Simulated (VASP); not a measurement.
# Ti5SiMo: single point with PBE

The system is Ti5SiMo.

```
Ti Si Mo
1.0
     4.45646   -0.00064   -0.00023
    -0.00064    4.45662   -0.00029
    -0.00050   -0.00068    6.09997
Ti Si Mo
5 1 1
Direct
  0.00002 0.50000 0.25832
  0.00001 0.50001 0.74169
  0.50000 0.00002 0.25833
  0.50000 0.99999 0.74167
  0.99998 0.99999 0.00001
  0.99999 0.00000 0.49999
  0.50001 0.50000 0.99999
```

```
Program             : VASP 6.6.1
Task                : single point
Functional          : PBE
Potentials or basis : VASP PAW PBE potentials, release 64 (Ti_sv, Si, Mo_sv)
Cutoff              : 520 eV
k mesh              : 6 × 6 × 4
Occupations         : gaussian, width 0.2 eV
Spin                : no spin polarisation
```

```yaml
Pressure: -0.1 GPa
Band_gap_on_the_k_mesh: zero (bands 39 and 40 overlap by 0.55 eV)
```

Levels at points of the mesh, in eV from the Fermi level:
| k point | band 36 | band 37 | band 38 | band 39 | band 40 | band 41 | band 42 | band 43 |
| --- | --- | --- | --- | --- | --- | --- | --- | --- |
| (0.00, 0.00, 0.00) | -0.72 | -0.16 | 0.43 | 0.43 | 0.75 | 0.75 | 0.79 | 1.29 |
| (0.50, 0.00, 0.00) | -1.13 | -1.02 | -0.93 | -0.52 | 0.06 | 0.40 | 0.40 | 1.00 |
| (0.00, 0.50, 0.00) | -1.13 | -1.02 | -0.93 | -0.52 | 0.06 | 0.40 | 0.40 | 1.00 |
| (0.50, 0.50, 0.00) | -0.36 | -0.36 | -0.36 | -0.29 | 0.37 | 0.37 | 0.88 | 0.90 |
| (0.00, 0.00, 0.50) | -0.68 | -0.62 | -0.01 | 0.00 | 0.50 | 0.63 | 0.63 | 1.12 |
| (0.50, 0.00, 0.50) | -0.87 | -0.52 | -0.45 | -0.42 | -0.12 | -0.07 | 0.15 | 0.73 |
| (0.00, 0.50, 0.50) | -0.87 | -0.52 | -0.45 | -0.42 | -0.12 | -0.07 | 0.15 | 0.73 |
| (0.50, 0.50, 0.50) | -0.86 | -0.32 | -0.07 | -0.06 | 0.03 | 0.26 | 0.26 | 0.74 |

Wall time 26 min on 1 thread of Intel(R) Xeon(R) Platinum 8259CL CPU @ 2.50GHz (Skylake/Cascade Lake) (shared host), peak memory 0.5 GiB.
